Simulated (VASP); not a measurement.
# Fe (Im-3m) in VASP: single point with PBE

Aim: the single point of Fe with PBE.

Everything below comes from runs of VASP 6.6.1. Logs are shortened: lines on timing, memory, paths and dates and some standing lists are left out, and cuts for length are marked.

## 1. The cell of the first run

The structure is cubic, space group Im-3m (No. 229). The conventional cell has a = 2.833 Å, b = 2.833 Å, c = 2.833 Å, α = 90.00°, β = 90.00°, γ = 90.00°. Fe (site symmetry m-3m) has 14 Fe at 2.45 to 2.83 Å within 3.2 Å.

## 2. Single point, PBE, collinear spin, ferromagnetic start

INCAR

```
ALGO     = Normal         # electronic algorithm
EDIFF    = 1E-6           # SCF threshold, eV
ENCUT    = 600            # plane-wave cutoff, eV
GGA      = PE             # functional
GGA_COMPAT= F            
ISIF     = 2              # what is computed and relaxed
ISMEAR   = -1             # smearing method
ISPIN    = 2              # spin polarisation
LASPH    = T              # aspherical terms in the spheres
LCHARG   = T              # write CHGCAR
LELF     = T              # ELF
LMAXMIX  = 4              # l up to which the mixer works
LORBIT   = 11             # projections on sites
LREAL    = F              # projectors in reciprocal space
LVHAR    = T            
LWAVE    = F              # write WAVECAR
MAGMOM   = 2.5 2.5        # initial moments
NBANDS   = 19             # bands
NELM     = 200            # most SCF steps
PREC     = Accurate       # precision mode
SIGMA    = 0.0816         # smearing width, eV
```

KPOINTS

```
k-points
0
Gamma
  9 9 9
```

POSCAR

```
Fe
1.0
    2.8326118886      0.0000000000      0.0000000000
    0.0000000000      2.8326118886      0.0000000000
    0.0000000000      0.0000000000      2.8326118886
Fe
2
Direct
    0.0000000000      0.0000000000      0.0000000000
    0.5000000000      0.5000000000      0.5000000000
```

Potentials or basis: VASP PAW PBE potentials, release 64 (Fe).

Launch:

```
$ cat potpaw_PBE.64/Fe/POTCAR > POTCAR
$ mpirun -np 1 vasp_std > vasp.out
```

OUTCAR:

```text
EDIFF = 1E-6
   ENCUT = 600
   GGA = PE
   ISIF = 2
   ISMEAR = -1
   ISPIN = 2
   LASPH = T
   LORBIT = 11
   LREAL = F
   NELM = 200
   PREC = Accurate

 ion  position               nearest neighbor table
   1  0.000  0.000  0.000-   2 2.45   2 2.45   2 2.45   2 2.45   2 2.45   2 2.45   2 2.45   2 2.45

   2  0.500  0.500  0.500-   1 2.45   1 2.45   1 2.45   1 2.45   1 2.45   1 2.45   1 2.45   1 2.45

  LATTYP: Found a simple cubic cell.
 ALAT       =     2.8326118886

  Lattice vectors:

 A1 = (   2.8326118886,   0.0000000000,   0.0000000000)
 A2 = (   0.0000000000,   2.8326118886,   0.0000000000)
 A3 = (   0.0000000000,   0.0000000000,   2.8326118886)

Analysis of symmetry for initial positions (statically):
=====================================================================
 Subroutine PRICEL returns following result:

  LATTYP: Found a body centered cubic cell.
 ALAT       =     2.8326118886

  Lattice vectors:

 A1 = (   1.4163059443,   1.4163059443,  -1.4163059443)
 A2 = (  -1.4163059443,   1.4163059443,   1.4163059443)
 A3 = (   1.4163059443,  -1.4163059443,   1.4163059443)

   2 primitive cells build up your supercell.

 Routine SETGRP: Setting up the symmetry group for a
 simple cubic supercell.

 Subroutine GETGRP returns: Found 48 space group operations
 (whereof 48 operations were pure point group operations)
 out of a pool of 48 trial point group operations.

The static configuration has the point symmetry O_h .

Analysis of symmetry for dynamics (positions and initial velocities):
=====================================================================
 Subroutine PRICEL returns following result:

  LATTYP: Found a body centered cubic cell.
 ALAT       =     2.8326118886

  Lattice vectors:

 A1 = (   1.4163059443,   1.4163059443,  -1.4163059443)
 A2 = (  -1.4163059443,   1.4163059443,   1.4163059443)
 A3 = (   1.4163059443,  -1.4163059443,   1.4163059443)

   2 primitive cells build up your supercell.

 Routine SETGRP: Setting up the symmetry group for a
 simple cubic supercell.

 Subroutine GETGRP returns: Found 48 space group operations
 (whereof 48 operations were pure point group operations)
 out of a pool of 48 trial point group operations.

The dynamic configuration has the point symmetry O_h .

Analysis of structural, dynamic, and magnetic symmetry:
=====================================================================
 Subroutine PRICEL returns following result:

  LATTYP: Found a body centered cubic cell.
 ALAT       =     2.8326118886

  Lattice vectors:

 A1 = (   1.4163059443,   1.4163059443,  -1.4163059443)
 A2 = (  -1.4163059443,   1.4163059443,   1.4163059443)
 A3 = (   1.4163059443,  -1.4163059443,   1.4163059443)

   2 primitive cells build up your supercell.

 Routine SETGRP: Setting up the symmetry group for a
 simple cubic supercell.

 Subroutine GETGRP returns: Found 48 space group operations
 (whereof 48 operations were pure point group operations)
 out of a pool of 48 trial point group operations.

The overall configuration has the point symmetry O_h .

 Subroutine INISYM returns: Found 48 space group operations
 (whereof 48 operations are pure point group operations),
 and found     2 'primitive' translations

----------------------------------------------------------------------------------------

                                     Primitive cell

  volume of cell :      11.3640

  direct lattice vectors                    reciprocal lattice vectors
     1.416305944  1.416305944 -1.416305944     0.353031068  0.353031068  0.000000000
    -1.416305944  1.416305944  1.416305944    -0.000000000  0.353031068  0.353031068
     1.416305944 -1.416305944  1.416305944     0.353031068  0.000000000  0.353031068

  length of vectors
     2.453113855  2.453113855  2.453113855     0.499261324  0.499261324  0.499261324

  position of ions in fractional coordinates (direct lattice)
     0.000000000  0.000000000  0.000000000

  ion indices of the primitive-cell ions
   primitive index   ion index
                 1           1

----------------------------------------------------------------------------------------

 KPOINTS: k-points

Automatic generation of k-mesh.
 Grid dimensions read from file:
 generate k-points for:    9    9    9

 Generating k-lattice:

  Cartesian coordinates                     Fractional coordinates (reciprocal lattice)
     0.039225674  0.000000000  0.000000000     0.111111111  0.000000000  0.000000000
     0.000000000  0.039225674  0.000000000     0.000000000  0.111111111  0.000000000
     0.000000000  0.000000000  0.039225674     0.000000000  0.000000000  0.111111111

  Length of vectors
     0.039225674  0.039225674  0.039225674

  Shift w.r.t. Gamma in fractional coordinates (k-lattice)
     0.000000000  0.000000000  0.000000000

 Subroutine IBZKPT returns following result:
 ===========================================

 Found     35 irreducible k-points:

 Following reciprocal coordinates:
            Coordinates               Weight
  0.000000  0.000000  0.000000      1.000000
  0.111111  0.000000  0.000000      6.000000
  0.222222  0.000000  0.000000      6.000000
  0.333333  0.000000  0.000000      6.000000
  0.444444  0.000000  0.000000      6.000000
  0.111111  0.111111  0.000000     12.000000
[... 16 lines left out ...]
  0.333333  0.333333  0.111111     24.000000
  0.444444  0.333333  0.111111     48.000000
 [... further k-points ...]
   k-points           NKPTS =     35   k-points in BZ     NKDIM =     35   number of bands    NBANDS=     19
   number of dos      NEDOS =    301   number of ions     NIONS =      2
   total plane-waves  NPLWV =  13824
   dimension x,y,z NGX =    24 NGY =   24 NGZ =   24
   dimension x,y,z NGXF=    48 NGYF=   48 NGZF=   48
   ions per type =               2
   NGX,Y,Z   is equivalent  to a cutoff of  14.09, 14.09, 14.09 a.u.
   NGXF,Y,Z  is equivalent  to a cutoff of  28.17, 28.17, 28.17 a.u.
 SYSTEM =  unknown system
   PREC   = accura    normal or accurate (medium, high low for compatibility)
   ISTART =      0    job   : 0-new  1-cont  2-samecut
   ICHARG =      2    charge: 1-file 2-atom 10-const
   ISPIN  =      2    spin polarized calculation?
   LNONCOLLINEAR =      F non collinear calculations
   LSORBIT =      F    spin-orbit coupling
   LASPH  =      T    aspherical Exc in radial PAW
   ENCUT  =  600.0 eV  44.10 Ry    6.64 a.u.   5.66  5.66  5.66*2*pi/ulx,y,z
   NELM   =    200;   NELMIN=  2; NELMDL= -5     # of ELM steps
   EDIFF  = 0.1E-05   stopping-criterion for ELM
   LREAL  =      F    real-space projection
   EDIFFG = 0.1E-04   stopping-criterion for IOM
   NSW    =      0    number of steps for IOM
   IBRION =     -1    ionic relax: 0-MD 1-quasi-New 2-CG
   NFREE  =      0    steps in history (QN), initial steepest desc. (CG)
   ISIF   =      2    stress and relaxation
   ISYM   =      2    0-nonsym 1-usesym 2-fastsym
   POTIM  = 0.5000    time-step for ionic-motion
   TEBEG  =    0.0;   TEEND  =   0.0 temperature during run
   PSTRESS=    0.0 pullay stress
   NELECT =      16.0000    total number of electrons
   NUPDOWN=      -1.0000    fix difference up-down
   EMIN   =  10.00;   EMAX   =-10.00  energy-range for DOS
   EFERMI =   0.00;   METHOD = LEGACY
   ISMEAR =    -1;   SIGMA  =   0.08  broadening in eV -4-tet -1-fermi 0-gaus
   EFERMI_NEDOS =   21; number of points for ismear=-14 and -15
   IALGO  =     38    algorithm
   IMIX   =      4    mixing-type and parameters
     AMIX     =   0.40;   BMIX     =  1.00
     AMIX_MAG =   1.60;   BMIX_MAG =  1.00
  volume/ion in A,a.u.               =      11.36        76.69
  Fermi-wavevector in a.u.,A,eV,Ry     =   1.456334  2.752073 28.856728  2.120910
  Thomas-Fermi vector in A             =   2.573265
   LORBIT       =     11    0 simple, 1 ext, 2 COOP (PROOUT), +10 PAW based schemes
   GGA     = PE    functional components
   LHFCALC =     F    Hartree Fock is set to
   AEXX    =    0.0000 exact exchange contribution
   IVDW    =     0    specifies the selected vdW correction
   LEPSILON=     F    determine dielectric tensor
   LRPA    =     F    only Hartree local field effects (RPA)
 spin polarized calculation
  energy-cutoff  :      600.00
  volume of cell :       22.73
 maximum number of plane-waves:       776
 NGX is ok and might be reduce to    24
   NGX = 11   NGY = 11   NGZ = 11

 number of electron      16.0000014 magnetization       4.3674475

 Free energy of the ion-electron system (eV)
  ---------------------------------------------------
  ext. energy  EPLUGINS =         0.00000000
  ---------------------------------------------------
  free energy    TOTEN  =       -16.50483800 eV

  energy without entropy =      -16.46314087  energy(sigma->0) =      -16.48398944

 E-fermi :   5.8089     XC(G=0): -13.1160

 val. band max:        5.8063437943   @ k =   0.2222   0.1111   0.1111
 cond. band min:       5.8264174127   @ k =   0.4444   0.3333   0.0000
 fundamental gap:      0.0200736184
 Fermi energy:         5.8088698372

 spin component 1

 k-point     1 :       0.0000    0.0000    0.0000
  band No.  band energies     occupation
      1      -2.6141      1.00000
      2       0.9688      1.00000
      3       0.9688      1.00000
      4       3.5206      1.00000
      5       3.5206      1.00000
      6       3.5206      1.00000
[... 11 lines left out ...]
     18      30.8348      0.00000
     19      30.8348      0.00000
[... 489 lines left out ...]
      3       2.5867      1.00000
      4       2.6854      1.00000
      5       3.5513      1.00000
      6       3.8382      1.00000
[... 11 lines left out ...]
     18      26.2530      0.00000
     19      30.6908      0.00000

 [... further k-points ...]

 spin component 2

 k-point     1 :       0.0000    0.0000    0.0000
  band No.  band energies     occupation
      1      -2.4402      1.00000
      2       2.7971      1.00000
      3       2.7972      1.00000
      4       5.4108      0.99244
      5       5.4110      0.99243
      6       5.4110      0.99243
[... 11 lines left out ...]
     18      30.5933      0.00000
     19      30.5933      0.00000
[... 489 lines left out ...]
      3       4.2843      1.00000
      4       4.3830      1.00000
      5       5.0554      0.99990
      6       5.0884      0.99985
[... 11 lines left out ...]
     18      26.5984      0.00000
     19      31.1593      0.00000

 [... further k-points ...]
[... 5 lines left out ...]
  --------------------------------------------------------------------------------------
  -------------------------------------------------------------------------------------
  Total       -0.0222810     -0.0222810     -0.0222810     -0.0000000      0.0000000      0.0000000
  in kB       -1.5706689     -1.5706689     -1.5706689     -0.0000000      0.0000000      0.0000000
  external PRESSURE =      -1.5706689 kB  Pullay stress =       0.0000000 kB

 VOLUME and BASIS-vectors are now :
 -----------------------------------------------------------------------------
  energy-cutoff  :      600.00
  volume of cell :       22.73
      direct lattice vectors                 reciprocal lattice vectors
     2.832611889  0.000000000  0.000000000     0.353031068  0.000000000  0.000000000
     0.000000000  2.832611889  0.000000000     0.000000000  0.353031068  0.000000000
     0.000000000  0.000000000  2.832611889     0.000000000  0.000000000  0.353031068

 POSITION                                       TOTAL-FORCE (eV/Angst)
 -----------------------------------------------------------------------------------
      0.00000      0.00000      0.00000         0.000000      0.000000     -0.000000
      1.41631      1.41631      1.41631        -0.000000     -0.000000      0.000000
 -----------------------------------------------------------------------------------
    total drift:                                0.000000      0.000000     -0.000000

  FREE ENERGIE OF THE ION-ELECTRON SYSTEM (eV)
  ---------------------------------------------------
  free  energy   TOTEN  =       -16.5048380010 eV

  energy  without entropy=      -16.4631408695  energy(sigma->0) =      -16.48398944

 total charge

# of ion       s       p       d       tot
------------------------------------------
    1        0.488   0.541   6.238   7.268
    2        0.488   0.541   6.238   7.268
--------------------------------------------------
tot          0.976   1.082  12.477  14.535

 magnetization (x)

# of ion       s       p       d       tot
------------------------------------------
    1       -0.012  -0.053   2.244   2.179
    2       -0.012  -0.053   2.244   2.179
--------------------------------------------------
tot         -0.024  -0.106   4.488   4.359
```

It took 47 s on 1 thread of Intel Xeon 8259CL, shared host; peak memory 0.16 GiB.

What came out:

```
Free energy                                           : -16.5048 eV
Pressure                                              : -0.2 GPa
Net moment                                            : 4.37 μB per cell
Site moments                                          : Fe +2.18 μB
Valence electrons inside the program's atomic spheres : Fe 7.27
```
